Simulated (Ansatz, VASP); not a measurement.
# One calculation of TiAl3, two programs

```
CELL_PARAMETERS angstrom
2.83968 0.00000 0.00000
0.00000 4.68126 0.00000
0.00000 0.00000 4.90074
ATOMIC_POSITIONS crystal
Ti 0.00000 0.50000 0.16592
Al 0.50000 0.50000 0.66727
Al 0.50000 0.00000 0.33091
Al 0.00000 0.00000 0.83590
```

Alike in both runs: task relaxation of cell and atoms; functional PBEsol; k mesh 14 × 10 × 10; occupations gaussian, width 0.1 eV; no spin polarisation.

|  | VASP | Ansatz |
| --- | --- | --- |
| version | VASP 6.6.1 | Ansatz 0.2.0 |
| potentials or method | VASP PAW PBE potentials, release 64 (Ti_sv, Al), cutoff 600 eV | scalar-relativistic, plane waves, PAW |
| valence electrons in the cell | 21 | 21 |

```tsv
	VASP	Ansatz	Ansatz less VASP
gap on the k mesh at the Fermi level, each at its own relaxed structure (eV)	none	none	-
relaxed volume (Å³/atom)	15.90	15.89	-0.012
relaxed cell length with the largest relative difference (Å)	2.782	2.781	-0.0008
```

VASP's potentials were made for PBE, not for PBEsol, and Ansatz warns of the same on its side. A gap of «none» marks a metal or a gap that the smearing closes.
